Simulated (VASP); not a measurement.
# MgI2 (P-1) in VASP: further runs, part 2 of 2

VASP 6.6.1.

**3. Single point, PBE (engineering shear strain xz -0.0733, normal strain along z +0.0133)**

The input, INCAR:

```
SYSTEM = MgI2
PREC = Accurate
ENCUT = 520
EDIFF = 1E-6
ISMEAR = 0
SIGMA = 0.05
LREAL = .FALSE.
LASPH = .TRUE.
NELM = 100
ALGO = Normal
ISIF = 2
LWAVE = .FALSE.
LCHARG = .FALSE.
GGA = PE
NBANDS = 15
```

The input, KPOINTS:

```
Automatic mesh
0
G
  6 6 4
  0 0 0
```

The input, POSCAR:

```
MgI2
1.0
    4.2072027146      0.0000000000     -0.1541939795
   -2.1036013573      3.6435444297      0.0770969897
   -0.2862996457      0.0000000000      7.9156188546
Mg I
1 2
Direct
    0.0000000000      0.0000000000      0.0000000000
    0.3046976304      0.6667696016      0.7882840707
    0.6953023696      0.3332303984      0.2117159293
```

Potentials or basis: VASP PAW PBE potentials, release 64 (Mg, I).

The run is started by

```sh
> cat potpaw_PBE.64/Mg/POTCAR potpaw_PBE.64/I/POTCAR > POTCAR
> mpirun -np 1 vasp_std > vasp.out
```

OUTCAR:

```text
SYSTEM = MgI2
   PREC = Accurate
   ENCUT = 520
   EDIFF = 1E-6
   ISMEAR = 0
   LREAL = .FALSE.
   LASPH = .TRUE.
   NELM = 100
   ISIF = 2
   GGA = PE

 ion  position               nearest neighbor table
   1  0.000  0.000  0.000-   3 2.95   2 2.95   3 2.95   2 2.95   2 2.95   3 2.95
   2  0.305  0.667  0.788-   1 2.95   1 2.95   1 2.95
   3  0.695  0.333  0.212-   1 2.95   1 2.95   1 2.95

  LATTYP: Found a base centered monoclinic cell.
 ALAT       =     4.2100273711
 B/A-ratio  =     1.7308887133
 C/A-ratio  =     1.8814116972
 COS(beta)  =    -0.0727225441

  Lattice vectors:

 A1 = (   2.1036013573,  -3.6435444297,  -0.0770969897)
 A2 = (   2.1036013573,   3.6435444297,  -0.0770969898)
 A3 = (  -0.2862996457,   0.0000000000,   7.9156188546)

Analysis of symmetry for initial positions (statically):
=====================================================================
 Subroutine PRICEL returns:
 Original cell was already a primitive cell.

 Routine SETGRP: Setting up the symmetry group for a
 base centered monoclinic supercell.

 Subroutine GETGRP returns: Found  2 space group operations
[... 184 lines left out ...]
      9       4.5476      0.00000
     10       5.7360      0.00000
     11       7.5153      0.00000
     12       7.5261      0.00000
     13       7.7181      0.00000
     14       8.9620      0.00000
[... 401 lines left out ...]
      2     -10.1896      2.00000
      3      -2.1286      2.00000
      4      -1.4752      2.00000
      5      -0.5473      2.00000
      6      -0.1245      2.00000
      7       0.2854      2.00000
      8       0.5405      2.00000
      9       4.8495      0.00000
     10       6.6155      0.00000
     11       6.8124      0.00000
     12       7.9674      0.00000
     13       8.2835      0.00000
     14       8.8125      0.00000
     15       9.8680      0.00000

 [... further k-points ...]

------------------------ aborting loop because EDIFF is reached ----------------------------------------

  FORCE on cell =-STRESS in cart. coord.  units (eV):
  Direction    XX          YY          ZZ          XY          YZ          ZX
  --------------------------------------------------------------------------------------
  -------------------------------------------------------------------------------------
  Total       -0.0573600     -0.0433439     -0.0315390      0.0007475      0.0045894      0.0117700
  in kB       -0.7583913     -0.5730755     -0.4169961      0.0098829      0.0606794      0.1556179
  external PRESSURE =      -0.5828210 kB  Pullay stress =       0.0000000 kB

 VOLUME and BASIS-vectors are now :
 -----------------------------------------------------------------------------
  energy-cutoff  :      520.00
  volume of cell :      121.18
      direct lattice vectors                 reciprocal lattice vectors
     4.207202715  0.000000000 -0.154193979     0.238003115  0.137229011  0.008608323
    -2.103601357  3.643544430  0.077096990     0.000000000  0.274458023  0.000000000
    -0.286299646  0.000000000  7.915618855     0.004636232  0.000000000  0.126500198

 POSITION                                       TOTAL-FORCE (eV/Angst)
 -----------------------------------------------------------------------------------
      0.00000      0.00000      0.00000        -0.000000      0.000000      0.000000
     -0.34638      2.42940      6.24418         0.000206     -0.000315      0.010606
      2.16368      1.21414      1.59434        -0.000206      0.000315     -0.010606
 -----------------------------------------------------------------------------------
    total drift:                               -0.000000      0.000000      0.000000

  FREE ENERGIE OF THE ION-ELECTRON SYSTEM (eV)
  ---------------------------------------------------
  free  energy   TOTEN  =        -7.7384667767 eV

  energy  without entropy=       -7.7384667767  energy(sigma->0) =       -7.73846678
```

OSZICAR:

```text
N       E                     dE             d eps       ncg     rms          rms(c)
DAV:   1     0.772232225287E+02    0.77223E+02   -0.55428E+03  2280   0.820E+02
DAV:   2    -0.107192582488E+01   -0.78295E+02   -0.71504E+02  3157   0.128E+02
DAV:   3    -0.776025701112E+01   -0.66883E+01   -0.66613E+01  3099   0.431E+01
DAV:   4    -0.790872974230E+01   -0.14847E+00   -0.14846E+00  3234   0.758E+00
DAV:   5    -0.791011402855E+01   -0.13843E-02   -0.13843E-02  3201   0.729E-01    0.375E+00
DAV:   6    -0.776758887211E+01    0.14253E+00   -0.12452E-01  2518   0.178E+00    0.257E+00
DAV:   7    -0.774041324310E+01    0.27176E-01   -0.12976E-01  2658   0.178E+00    0.756E-01
DAV:   8    -0.773834016057E+01    0.20731E-02   -0.89915E-03  2553   0.530E-01    0.266E-01
DAV:   9    -0.773847756737E+01   -0.13741E-03   -0.11453E-03  3008   0.200E-01    0.965E-02
DAV:  10    -0.773846286884E+01    0.14699E-04   -0.39833E-05  2833   0.430E-02    0.381E-02
DAV:  11    -0.773846625737E+01   -0.33885E-05   -0.10892E-05  2777   0.217E-02    0.163E-02
DAV:  12    -0.773846677675E+01   -0.51938E-06   -0.52075E-07  2435   0.492E-03
   1 F= -.77384668E+01 E0= -.77384668E+01  d E =-.741645E-12
```

Wall time 73 s (1 thread of Intel Xeon Platinum 8488C (Sapphire Rapids), shared host); peak memory 0.32 GiB.

Results:

- Free energy: -7.7385 eV
- Pressure: -0.1 GPa
- Largest force: 0.011 eV/Å
- Band gap on the k mesh: 3.57 eV, indirect (least direct gap 3.71 eV)

Forces in eV/Å, atoms in the order of the input:
```
Mg   0.000  0.000  0.000
I    0.000  0.000  0.011
I    0.000  0.000 -0.011
```

Caveat: the cell differs from its parent crystal (engineering shear strain xz -0.0733, normal strain along z +0.0133); spin-orbit coupling is left out, which moves the levels of the heavy elements.

**4. Single point, PBE (engineering shear strain xz -0.2200, normal strain along z +0.0267)**

The input, INCAR:

```
  ALGO = Normal
  EDIFF = 1E-7
  ENCUT = 520
  GGA = PE
  ISIF = 2
  ISMEAR = 0
  LASPH = True
  LCHARG = False
  LREAL = False
  LWAVE = False
  NBANDS = 15
  NELM = 100
  PREC = Accurate
  SIGMA = 0.05
```

The input, KPOINTS:

```
k-points
0
Gamma
  6 6 4
```

The input, POSCAR:

```
MgI2
1.0
    4.2072027146      0.0000000000     -0.4627922986
   -2.1036013573      3.6435444297      0.2313961493
   -0.8592895233      0.0000000000      8.0202959420
Mg I
1 2
Direct
    0.0000000000      0.0000000000      0.0000000000
    0.2476155319      0.6673241890      0.7883702348
    0.7523844681      0.3326758110      0.2116297652
```

The run is started by

```sh
> cat potpaw_PBE.64/Mg/POTCAR potpaw_PBE.64/I/POTCAR > POTCAR
> mpirun -np 1 vasp_std > vasp.out
```

Wall time 94 s (1 thread of Intel Xeon Platinum 8488C (Sapphire Rapids), shared host); peak memory 0.32 GiB.

It converged, with:

```
Free energy            : -7.7360 eV
Pressure               : -0.1 GPa
Largest force          : 0.011 eV/Å
Band gap on the k mesh : 3.53 eV, indirect (least direct gap 3.70 eV)
```

Forces in eV/Å, atoms in the order of the input:
```
Mg   0.000  0.000  0.000
I   -0.001 -0.001  0.011
I    0.001  0.001 -0.011
```

Stress tensor (GPa, compression positive):
```
-0.25  0.00  0.05
 0.00 -0.09  0.04
 0.05  0.04  0.03
```

Levels at points of the mesh, in eV from the valence-band top:
```
           k point  band 4  band 5  band 6  band 7  band 8  band 9  band 10  band 11  band 12  band 13
(0.00, 0.00, 0.00)   -0.30   -0.28   -0.26   -0.04    0.00    3.70     4.90     6.60     6.68     6.91
(0.50, 0.00, 0.00)   -2.67   -1.24   -1.12   -0.78   -0.39    3.74     5.67     6.05     6.72     7.38
(0.50, 0.50, 0.00)   -2.71   -1.33   -1.12   -0.46   -0.38    3.54     5.30     5.60     7.05     7.41
(0.00, 0.50, 0.00)   -2.66   -1.37   -1.15   -0.58   -0.45    3.64     5.41     5.93     7.33     7.49
(0.00, 0.00, 0.50)   -0.82   -0.31   -0.28   -0.03   -0.01    4.31     4.85     6.64     6.67     7.10
(0.50, 0.00, 0.50)   -2.73   -1.27   -1.12   -0.45   -0.39    3.53     5.29     5.60     6.80     7.46
(0.50, 0.50, 0.50)   -2.69   -1.18   -1.11   -0.78   -0.41    3.73     5.72     6.03     6.38     7.45
(0.00, 0.50, 0.50)   -2.73   -1.17   -1.10   -0.66   -0.42    3.59     5.43     5.69     6.42     7.26
```

Caveat: the cell differs from its parent crystal (engineering shear strain xz -0.2200, normal strain along z +0.0267); spin-orbit coupling is left out, which moves the levels of the heavy elements. A k mesh can miss the band edges.

**5. Single point, PBE (engineering shear strain xz -0.1467, normal strain along z +0.0267)**

The input, INCAR:

```
SYSTEM = MgI2
PREC = Accurate ; ENCUT = 520
EDIFF = 1E-7 ; ISMEAR = 0
SIGMA = 0.05 ; LREAL = .False.
LASPH = .True. ; NELM = 80
ALGO = Normal ; ISIF = 2
LWAVE = .False. ; LCHARG = .False.
GGA = PE ; NBANDS = 15
```

The input, KPOINTS:

```
Automatic mesh
0
Gamma
  6 6 4
  0 0 0
```

The input, POSCAR:

```
MgI2
1.0
    4.2072027146      0.0000000000     -0.3085983191
   -2.1036013573      3.6435444297      0.1542991596
   -0.5729898776      0.0000000000      8.0202959420
Mg I
1 2
Direct
    0.0000000000      0.0000000000      0.0000000000
    0.2759747209      0.6668678525      0.7898828089
    0.7240252791      0.3331321475      0.2101171911
```

The run is started by

```sh
> cat potpaw_PBE.64/Mg/POTCAR potpaw_PBE.64/I/POTCAR > POTCAR
> mpirun -np 1 vasp_std > vasp.out
```

Run time: 88 s. Hardware: 1 thread of Intel Xeon Platinum 8488C (Sapphire Rapids), shared host; peak memory 0.33 GiB.

It converged, with:

```
Free energy            : -7.7376 eV
Pressure               : -0.1 GPa
Largest force          : 0.016 eV/Å
Band gap on the k mesh : 3.54 eV, indirect (least direct gap 3.71 eV)
```

Forces on the atoms (eV/Å):
```
Mg   0.000  0.000  0.000
I    0.001  0.000  0.016
I   -0.001  0.000 -0.016
```

Stress tensor (GPa, compression positive):
```
-0.15  0.00  0.02
 0.00 -0.08  0.01
 0.02  0.01 -0.05
```

Levels at points of the mesh, in eV from the valence-band top:
| k point | band 6 | band 7 | band 8 | band 9 | band 10 | band 11 |
| --- | --- | --- | --- | --- | --- | --- |
| (0.00, 0.00, 0.00) | -0.28 | -0.02 | 0.00 | 3.71 | 4.90 | 6.65 |
| (0.50, 0.00, 0.00) | -1.13 | -0.74 | -0.40 | 3.72 | 5.59 | 5.98 |
| (0.50, 0.50, 0.00) | -1.13 | -0.51 | -0.39 | 3.58 | 5.34 | 5.64 |
| (0.00, 0.50, 0.00) | -1.14 | -0.61 | -0.42 | 3.65 | 5.43 | 5.86 |
| (0.00, 0.00, 0.50) | -0.27 | -0.02 | -0.01 | 4.31 | 4.87 | 6.65 |
| (0.50, 0.00, 0.50) | -1.11 | -0.50 | -0.42 | 3.54 | 5.31 | 5.62 |
| (0.50, 0.50, 0.50) | -1.11 | -0.74 | -0.42 | 3.69 | 5.66 | 5.93 |
| (0.00, 0.50, 0.50) | -1.13 | -0.65 | -0.42 | 3.60 | 5.44 | 5.71 |

Caveat: the cell differs from its parent crystal (engineering shear strain xz -0.1467, normal strain along z +0.0267); spin-orbit coupling is left out, which moves the levels of the heavy elements. A k mesh can miss the band edges.

**6. Summary**

```tsv
cell	gap on the mesh (eV)	pressure (GPa)	largest force (eV/Å)
a = 4.219, b = 4.210, c = 7.625 Å, angles 85.8, 98.5, 120.1°, 3 atoms	3.50	0.1	-
a = 4.210, b = 4.208, c = 7.921 Å, angles 87.9, 94.2, 120.0°, 3 atoms	3.57	-0.1	0.01
a = 4.233, b = 4.214, c = 8.066 Å, angles 83.8, 102.4, 120.1°, 3 atoms	3.53	-0.1	0.01
a = 4.219, b = 4.210, c = 8.041 Å, angles 85.9, 98.3, 120.1°, 3 atoms	3.54	-0.1	0.02
```

Alike in all rows: task single point; level PBE; potentials or basis VASP PAW PBE potentials, release 64 (Mg, I); no spin polarisation; k mesh 6 × 6 × 4; cutoff (eV) 520; smearing gaussian 0.05 eV.

Caveats: spin-orbit coupling is left out, which moves the levels of the heavy elements.

Total energies depend on the potentials used, so only differences within one code and one set of settings carry meaning.
